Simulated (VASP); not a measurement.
A run of VASP 6.6.1 is set up as follows.

Contents of INCAR:

```
SYSTEM = Ge
ALGO     = Normal         ! electronic algorithm
EDIFF    = 1E-6           ! SCF threshold, eV
ENCUT    = 520            ! plane-wave cutoff, eV
GGA      = PE             ! functional
ISIF     = 2              ! what is computed and relaxed
ISMEAR   = 0              ! smearing method
LASPH    = .True.         ! aspherical terms in the spheres
LCHARG   = .False.        ! write CHGCAR
LREAL    = .False.        ! projectors in reciprocal space
LWAVE    = .False.        ! write WAVECAR
NBANDS   = 21             ! bands
NELM     = 80             ! most SCF steps
PREC     = Accurate       ! precision mode
SIGMA    = 0.15           ! smearing width, eV
```

The input KPOINTS:

```
k-points
0
Gamma
  14 14 14
  0 0 0
```

POSCAR

```
Ge
1.0
    0.0000000000      2.7863384500      2.7439069000
    2.7863384500      0.0000000000      2.7439069000
    2.7863384500      2.7863384500      0.0000000000
Ge
2
Direct
    0.5000000000      0.5000000000      0.5000000000
    0.7500000000      0.7500000000      0.7500000000
```

Potentials or basis: VASP PAW PBE potentials, release 64 (Ge_d).

Command:

```bash
$ cat potpaw_PBE.64/Ge_d/POTCAR > POTCAR
$ mpirun -np 1 vasp_std > vasp.out
```

**Question.** Estimate the pressure.

**Answer.** 8.9 GPa.

**Question.** Estimate the band gap on the k mesh.

**Answer.** 0.29 eV (least direct gap 0.52 eV).

Stress tensor (GPa, compression positive):
```
8.53 0.00 0.00
0.00 8.53 0.00
0.00 0.00 9.62
```

Caveat: the cell differs from its parent crystal (strain -0.015 along x and y, -0.030 along z); the cell stands under pressure. A k mesh can miss the band edges.
